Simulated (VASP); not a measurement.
# MgO (Fm-3m) in VASP: a series of runs, part 2 of 2

VASP 6.6.1. Earlier steps stand in the parts before.

## 3. Single point, revPBE+D4

This run uses another cell than the first one, of 9.43 Å³/atom, 1.020 times its volume.

Input file INCAR:

```
PREC = Accurate
ENCUT = 520
EDIFF = 1E-7
ISMEAR = -1
SIGMA = 0.05
LREAL = F
LASPH = T
NELM = 80
ALGO = Normal
ISIF = 2
LWAVE = F
LCHARG = F
GGA = RE
IVDW = 13
NBANDS = 11
```

Input file KPOINTS:

```
regular mesh
0
Gamma
  11 11 11
```

Input file POSCAR:

```
MgO
1.0
    0.0000000000      2.1126356015      2.1126356015
    2.1126356015      0.0000000000      2.1126356015
    2.1126356015      2.1126356015      0.0000000000
Mg O
1 1
Direct
    0.0000000000      0.0000000000      0.0000000000
    0.5000000000      0.5000000000      0.5000000000
```

Potentials or basis: VASP PAW PBE potentials, release 64 (Mg, O).

On the command line:

```
$ cat potpaw_PBE.64/Mg/POTCAR potpaw_PBE.64/O/POTCAR > POTCAR
$ mpirun -np 1 vasp_std > vasp.out
```

OUTCAR:

```text
PREC = Accurate
   ENCUT = 520
   EDIFF = 1E-7
   ISMEAR = -1
   LREAL = F
   LASPH = T
   NELM = 80
   ISIF = 2
   GGA = RE
   IVDW = 13

 ion  position               nearest neighbor table
   1  0.000  0.000  0.000-   2 2.11   2 2.11   2 2.11   2 2.11   2 2.11   2 2.11
   2  0.500  0.500  0.500-   1 2.11   1 2.11   1 2.11   1 2.11   1 2.11   1 2.11

  LATTYP: Found a face centered cubic cell.
 ALAT       =     4.2252712030

  Lattice vectors:

 A1 = (   0.0000000000,   2.1126356015,   2.1126356015)
 A2 = (   2.1126356015,   0.0000000000,   2.1126356015)
 A3 = (   2.1126356015,   2.1126356015,   0.0000000000)

Analysis of symmetry for initial positions (statically):
=====================================================================
 Subroutine PRICEL returns:
 Original cell was already a primitive cell.

 Routine SETGRP: Setting up the symmetry group for a
 face centered cubic supercell.

 Subroutine GETGRP returns: Found 48 space group operations
 (whereof 48 operations were pure point group operations)
 out of a pool of 48 trial point group operations.

The static configuration has the point symmetry O_h .

Analysis of symmetry for dynamics (positions and initial velocities):
=====================================================================
 Subroutine PRICEL returns:
 Original cell was already a primitive cell.

 Routine SETGRP: Setting up the symmetry group for a
 face centered cubic supercell.

 Subroutine GETGRP returns: Found 48 space group operations
 (whereof 48 operations were pure point group operations)
 out of a pool of 48 trial point group operations.

The dynamic configuration has the point symmetry O_h .

 Subroutine INISYM returns: Found 48 space group operations
 (whereof 48 operations are pure point group operations),
 and found     1 'primitive' translations

[... 120 lines left out ...]
   LHFCALC =     F    Hartree Fock is set to
   AEXX    =    0.0000 exact exchange contribution
   IVDW    =    13    specifies the selected vdW correction
   LEPSILON=     F    determine dielectric tensor
   LRPA    =     F    only Hartree local field effects (RPA)
 non-spin polarized calculation
  energy-cutoff  :      520.00
  volume of cell :       18.86
 maximum number of plane-waves:       532
 NGX is ok and might be reduce to    24
   NGX = 11   NGY = 11   NGZ = 11

 number of electron       8.0000005 magnetization

 Free energy of the ion-electron system (eV)
  ---------------------------------------------------
  ext. energy  EPLUGINS =         0.00000000
  ---------------------------------------------------
  free energy    TOTEN  =       -11.31210451 eV

  energy without entropy =      -11.31210451  energy(sigma->0) =      -11.31210451

 E-fermi :   4.2765     XC(G=0): -10.8598

 val. band max:        3.2387276728   @ k =   0.0000   0.0000   0.0000
 cond. band min:       7.9564953277   @ k =   0.0000   0.0000   0.0000
 fundamental gap:      4.7177676549
 Fermi energy:         4.2765129854

 k-point     1 :       0.0000    0.0000    0.0000
  band No.  band energies     occupation
      1     -14.0327      2.00000
      2       3.2387      2.00000
      3       3.2387      2.00000
      4       3.2387      2.00000
      5       7.9565      0.00000
      6      19.0860      0.00000
      7      19.0860      0.00000
      8      19.0860      0.00000
      9      22.9331      0.00000
     10      24.7441      0.00000
     11      24.7441      0.00000
[... 309 lines left out ...]
 k-point    24 :      -0.1818    0.1818    0.0000
  band No.  band energies     occupation
      1     -13.2731      2.00000
      2       0.4222      2.00000
      3       2.1471      2.00000
      4       2.8747      2.00000
      5      11.2608      0.00000
      6      15.3217      0.00000
      7      18.7397      0.00000
      8      21.2445      0.00000
      9      21.2870      0.00000
     10      24.5232      0.00000
     11      27.7747      0.00000

 [... further k-points ...]

------------------------ aborting loop because EDIFF is reached ----------------------------------------

  DFT-D4 for vdW energy calculation

  Edisp (eV):   -0.65865

  FORCE on cell =-STRESS in cart. coord.  units (eV):
  Direction    XX          YY          ZZ          XY          YZ          ZX
  --------------------------------------------------------------------------------------
  -------------------------------------------------------------------------------------
  Total      -0.10342    -0.10342    -0.10342     0.00000     0.00000     0.00000
  in kB      -8.78678    -8.78678    -8.78678     0.00000     0.00000     0.00000
  external pressure =       -8.79 kB  Pullay stress =        0.00 kB

 VOLUME and BASIS-vectors are now :
 -----------------------------------------------------------------------------
  energy-cutoff  :      520.00
  volume of cell :       18.86
      direct lattice vectors                 reciprocal lattice vectors
     0.000000000  2.112635602  2.112635602    -0.236671199  0.236671199  0.236671199
     2.112635602  0.000000000  2.112635602     0.236671199 -0.236671199  0.236671199
     2.112635602  2.112635602  0.000000000     0.236671199  0.236671199 -0.236671199

 POSITION                                       TOTAL-FORCE (eV/Angst)
 -----------------------------------------------------------------------------------
      0.00000      0.00000      0.00000         0.000000      0.000000     -0.000000
      2.11264      2.11264      2.11264        -0.000000     -0.000000      0.000000
 -----------------------------------------------------------------------------------
    total drift:                               -0.000000     -0.000000      0.000000

  FREE ENERGIE OF THE ION-ELECTRON SYSTEM (eV)
  ---------------------------------------------------
  free  energy   TOTEN  =       -11.9707557552 eV

  energy  without entropy=      -11.9707557552  energy(sigma->0) =      -11.97075576
```

Run time: 6.2 s. Hardware: 1 thread of Intel Xeon 6975P-C (Granite Rapids), shared host; peak memory 0.15 GiB.

What came out:

* Free energy: -11.9708 eV
* Pressure: -0.9 GPa
* Band gap on the k mesh: 4.72 eV, direct
* Dispersion energy per atom: -0.329 eV

Caveat: the PAW data sets were made with another functional, which shifts forces and pressure a little.

## 4. Single point, BLYP+D3(BJ)

This run uses another cell than the first one, of 9.09 Å³/atom, 0.984 times its volume.

Input file INCAR:

```
SYSTEM = MgO
  AGGAC = 1.0
  AGGAX = 1.0
  ALDAC = 0.0
  ALDAX = 1.0
  ALGO = Normal
  EDIFF = 1E-6
  ENCUT = 520
  GGA = B5
  ISIF = 2
  ISMEAR = -1
  IVDW = 12
  LASPH = .True.
  LCHARG = .False.
  LREAL = .False.
  LWAVE = .False.
  NBANDS = 11
  NELM = 80
  PREC = Accurate
  SIGMA = 0.05
  VDW_A1 = 0.4298
  VDW_A2 = 4.2359
  VDW_S6 = 1.0
  VDW_S8 = 2.6996
```

Input file KPOINTS:

```
k-points
0
Gamma
  11 11 11
  0 0 0
```

Input file POSCAR:

```
MgO
1.0
    0.0000000000      2.0869231319      2.0869231319
    2.0869231319      0.0000000000      2.0869231319
    2.0869231319      2.0869231319      0.0000000000
Mg O
1 1
Direct
    0.0000000000      0.0000000000      0.0000000000
    0.5000000000      0.5000000000      0.5000000000
```

Potentials or basis: VASP PAW PBE potentials, release 64 (Mg, O).

On the command line:

```
$ cat potpaw_PBE.64/Mg/POTCAR potpaw_PBE.64/O/POTCAR > POTCAR
$ mpirun -np 1 vasp_std > vasp.out
```

OUTCAR:

```text
SYSTEM = MgO
   EDIFF = 1E-6
   ENCUT = 520
   GGA = B5
   ISIF = 2
   ISMEAR = -1
   IVDW = 12
   LASPH = .True.
   LREAL = .False.
   NELM = 80
   PREC = Accurate
 IVDW          = 12

 ion  position               nearest neighbor table
   1  0.000  0.000  0.000-   2 2.09   2 2.09   2 2.09   2 2.09   2 2.09   2 2.09
   2  0.500  0.500  0.500-   1 2.09   1 2.09   1 2.09   1 2.09   1 2.09   1 2.09

  LATTYP: Found a face centered cubic cell.
 ALAT       =     4.1738462638

  Lattice vectors:

[... 524 lines left out ...]

 Edisp (eV)   -1.31045

 E8    (eV) :    -0.9150

  FORCE on cell =-STRESS in cart. coord.  units (eV):
  Direction    XX          YY          ZZ          XY          YZ          ZX
  --------------------------------------------------------------------------------------
  -------------------------------------------------------------------------------------
  Total      -0.04880    -0.04880    -0.04880     0.00000     0.00000     0.00000
  in kB      -4.30116    -4.30116    -4.30116     0.00000     0.00000     0.00000
  external pressure =       -4.30 kB  Pullay stress =        0.00 kB

 VOLUME and BASIS-vectors are now :
 -----------------------------------------------------------------------------
  energy-cutoff  :      520.00
  volume of cell :       18.18
      direct lattice vectors                 reciprocal lattice vectors
     0.000000000  2.086923132  2.086923132    -0.239587167  0.239587167  0.239587167
     2.086923132  0.000000000  2.086923132     0.239587167 -0.239587167  0.239587167
     2.086923132  2.086923132  0.000000000     0.239587167  0.239587167 -0.239587167

 POSITION                                       TOTAL-FORCE (eV/Angst)
 -----------------------------------------------------------------------------------
      0.00000      0.00000      0.00000         0.000000      0.000000      0.000000
      2.08692      2.08692      2.08692        -0.000000     -0.000000     -0.000000
 -----------------------------------------------------------------------------------
    total drift:                               -0.000000     -0.000000      0.000000

  FREE ENERGIE OF THE ION-ELECTRON SYSTEM (eV)
  ---------------------------------------------------
  free  energy   TOTEN  =       -12.6170931594 eV

  energy  without entropy=      -12.6170931594  energy(sigma->0) =      -12.61709316
```

stdout:

```text
POSCAR found type information on POSCAR MgO
 POSCAR found :  2 types and       2 ions
 scaLAPACK will be used
 -----------------------------------------------------------------------------
|                                                                             |
|                                                                             |
|     You enforced a specific xc type in the INCAR file but a different       |
|     I HOPE YOU KNOW WHAT YOU ARE DOING!                                     |
|                                                                             |
 -----------------------------------------------------------------------------

 LDA part: xc-table for (Slater(with rela. corr.)+VWN5), standard interpolation
 POSCAR, INCAR and KPOINTS ok, starting setup
 FFT: planning ... GRIDC
 FFT: planning ... GRID_SOFT
 FFT: planning ... GRID
 WAVECAR not read
 entering main loop
```

It took 9.5 s on 1 thread of Intel Xeon 6975P-C (Granite Rapids), shared host; peak memory 0.15 GiB.

What came out:

| Property | Result |
| --- | --- |
| Free energy | -12.6171 eV |
| Pressure | -0.4 GPa |
| Band gap on the k mesh | 5.29 eV, direct |
| Dispersion energy per atom | -0.655 eV |

Levels at points of the mesh, in eV from the valence-band top:
| k point | band 2 | band 3 | band 4 | band 5 | band 6 | band 7 |
| --- | --- | --- | --- | --- | --- | --- |
| (0.00, 0.00, 0.00) | 0.00 | 0.00 | 0.00 | 5.29 | 16.14 | 16.14 |

Caveat: the PAW data sets were made with another functional, which shifts forces and pressure a little.

## 5. Single point, BLYP+D4

This run uses another cell than the first one, of 9.38 Å³/atom, 1.015 times its volume.

Input file INCAR:

```
PREC = Accurate ; ENCUT = 520
EDIFF = 1E-6 ; ISMEAR = -1
SIGMA = 0.05 ; LREAL = F
LASPH = T ; NELM = 100
ALGO = Normal ; ISIF = 2
LWAVE = F ; LCHARG = F
GGA = B5 ; ALDAX = 1.0
AGGAX = 1.0 ; AGGAC = 1.0
ALDAC = 0.0 ; IVDW = 13
VDW_S6 = 1.0 ; VDW_S8 = 2.34076671
VDW_A1 = 0.44488865 ; VDW_A2 = 4.0933009
NBANDS = 11
```

Input file KPOINTS:

```
regular mesh
0
Gamma
  11 11 11
```

Input file POSCAR:

```
MgO
1.0
    0.0000000000      2.1090791551      2.1090791551
    2.1090791551      0.0000000000      2.1090791551
    2.1090791551      2.1090791551      0.0000000000
Mg O
1 1
Direct
    0.0000000000      0.0000000000      0.0000000000
    0.5000000000      0.5000000000      0.5000000000
```

On the command line:

```
$ cat potpaw_PBE.64/Mg/POTCAR potpaw_PBE.64/O/POTCAR > POTCAR
$ mpirun -np 1 vasp_std > vasp.out
```

It took 10 s on 1 thread of Intel Xeon 6975P-C (Granite Rapids), shared host; peak memory 0.14 GiB.

It converged, with:

```
Free energy                : -11.9600 eV
Pressure                   : -0.5 GPa
Band gap on the k mesh     : 4.97 eV, direct
Dispersion energy per atom : -0.311 eV
```

Levels at points of the mesh, in eV from the valence-band top:
```tsv
k point	band 1	band 2	band 3	band 4	band 5	band 6	band 7	band 8
(0.00, 0.00, 0.00)	-17.12	0.00	0.00	0.00	4.97	15.96	15.96	15.96
```

Caveat: the PAW data sets were made with another functional, which shifts forces and pressure a little.

## 6. Relaxation of cell and atoms, PBEsol+D3(BJ)

Input file INCAR:

```
SYSTEM = MgO
PREC = Accurate
ENCUT = 600
EDIFF = 1E-7
ISMEAR = -1
SIGMA = 0.05
LREAL = .FALSE.
LASPH = .TRUE.
NELM = 80
ALGO = Normal
ISIF = 3
LWAVE = .FALSE.
LCHARG = .FALSE.
GGA = PS
IVDW = 12
IBRION = 2
NSW = 60
EDIFFG = -0.01
```

Input file KPOINTS:

```
Automatic mesh
0
G
  11 11 11
  0 0 0
```

Input file POSCAR:

```
MgO
1.0
    0.0000000000      2.0970013927      2.0970013927
    2.0970013927      0.0000000000      2.0970013927
    2.0970013927      2.0970013927      0.0000000000
Mg O
1 1
Direct
    0.0000000000      0.0000000000      0.0000000000
    0.5000000000      0.5000000000      0.5000000000
```

Potentials or basis: VASP PAW PBE potentials, release 64 (Mg, O).

On the command line:

```
$ cat potpaw_PBE.64/Mg/POTCAR potpaw_PBE.64/O/POTCAR > POTCAR
$ mpirun -np 1 vasp_std > vasp.out
```

It took 10 s on 1 thread of Intel Xeon 6975P-C (Granite Rapids), shared host; peak memory 0.16 GiB.

The run converged. Its results:

| Property | Result |
| --- | --- |
| Free energy | -13.0225 eV |
| Relaxed volume | 9.06 Å³/atom |
| Relaxed cell | a = 2.948 Å, b = 2.948 Å, c = 2.948 Å, α = 60.00°, β = 60.00°, γ = 60.00° |
| Space group after relaxing (to 0.05 Å) | Fm-3m (No. 225) |
| Energy gained by relaxing | 1.4 meV/atom |
| Ionic steps | 3 |
| Pressure after relaxing | 0.0 GPa |
| Band gap on the k mesh | 4.93 eV, direct |
| Dispersion energy per atom | -0.257 eV |

The path:
| step | energy change (eV) | largest force (eV/Å) | pressure (GPa) | volume (Å³) |
| --- | --- | --- | --- | --- |
| 1 | 0.0000 | 0.0000 | -2.86 | 18.44 |
| 2 | -0.0025 | 0.0000 | 1.13 | 18.01 |
| 3 | -0.0029 | 0.0000 | 0.01 | 18.12 |

Final structure:
```xyz
2
Lattice="0.0000 2.0849 2.0849 2.0849 0.0000 2.0849 2.0849 2.0849 0.0000" Properties=species:S:1:pos:R:3 pbc="T T T"
Mg    0.0000    0.0000    0.0000
O     2.0849    2.0849    2.0849
```

Levels at points of the mesh, in eV from the valence-band top:
| k point | band 2 | band 3 | band 4 | band 5 | band 6 | band 7 |
| --- | --- | --- | --- | --- | --- | --- |
| (0.00, 0.00, 0.00) | 0.00 | 0.00 | 0.00 | 4.93 | 15.80 | 15.80 |

Caveat: the PAW data sets were made with another functional, which shifts forces and pressure a little.

## 7. Overview

| task | level | cell | cutoff (eV) | gap on the mesh (eV) | pressure (GPa) |
| --- | --- | --- | --- | --- | --- |
| single point | revPBE+D3(BJ) | a = 2.968 Å, angles 60.0°, 2 atoms | 520 | 4.91 | -0.9 |
| single point | revPBE+D4 | a = 2.988 Å, angles 60.0°, 2 atoms | 520 | 4.72 | -0.9 |
| single point | BLYP+D3(BJ) | a = 2.951 Å, angles 60.0°, 2 atoms | 520 | 5.29 | -0.4 |
| single point | BLYP+D4 | a = 2.983 Å, angles 60.0°, 2 atoms | 520 | 4.97 | -0.5 |
| relaxation of cell and atoms | PBEsol+D3(BJ) | relaxed from a = 2.966 Å, angles 60.0°, 2 atoms | 600 | 4.93 | 0.0 |

Alike in all rows: potentials or basis VASP PAW PBE potentials, release 64 (Mg, O); no spin polarisation; k mesh 11 × 11 × 11; smearing fermi-dirac 0.05 eV.

Caveats: the PAW data sets were made with another functional, which shifts forces and pressure a little.

Absolute energies hang on the potentials; compare differences alone.
